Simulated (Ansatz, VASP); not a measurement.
# F: VASP beside Ansatz

```xyz
4
Lattice="3.0826 -1.8295 -0.2378 3.0826 1.8295 -0.2378 -2.3006 0.0000 7.3194" Properties=species:S:1:pos:R:3 pbc="T T T"
F     0.3068    0.0000    0.6477
F     3.5578    0.0000    6.1962
F     1.7264    0.0000    4.1072
F     2.1382    0.0000    2.7367
```

Change from the starting cell: volume 20.139 Å^3 an atom, stretch along a over the lengths across it, relative to the relaxed cell 0.9684.

Alike in both runs: task single point; functional PBEsol; k mesh 4 × 4 × 2; occupations gaussian, width 0.05 eV; no spin polarisation.

|  | VASP | Ansatz |
| --- | --- | --- |
| version | VASP 6.6.1 | Ansatz 0.2.0 |
| potentials or method | VASP PAW PBE potentials, release 64 (F), cutoff 520 eV | scalar-relativistic, plane waves, PAW |
| valence electrons in the cell | 28 | 28 |

Ansatz gave:

- gap on the k mesh at the Fermi level (eV): 2.75
- least direct gap on the mesh (eV): 2.82
- pressure (GPa): -2.1
- traceless stress, the component that is largest in VASP (GPa): -3.32
- rms of the force components (eV/Å): 0.609

Problem. What did VASP give for the same quantities?

Solution. gap on the k mesh at the Fermi level (eV): 2.68; least direct gap on the mesh (eV): 2.75; pressure (GPa): -1.9; traceless stress, the component that is largest in VASP (GPa): -2.14; rms of the force components (eV/Å): 0.395.

VASP's potentials were made for PBE, not for PBEsol. Atom by atom the forces differ by 0.214 eV/Å (rms over components).

The k mesh is coarse, so the values compare programs but aren't converged.
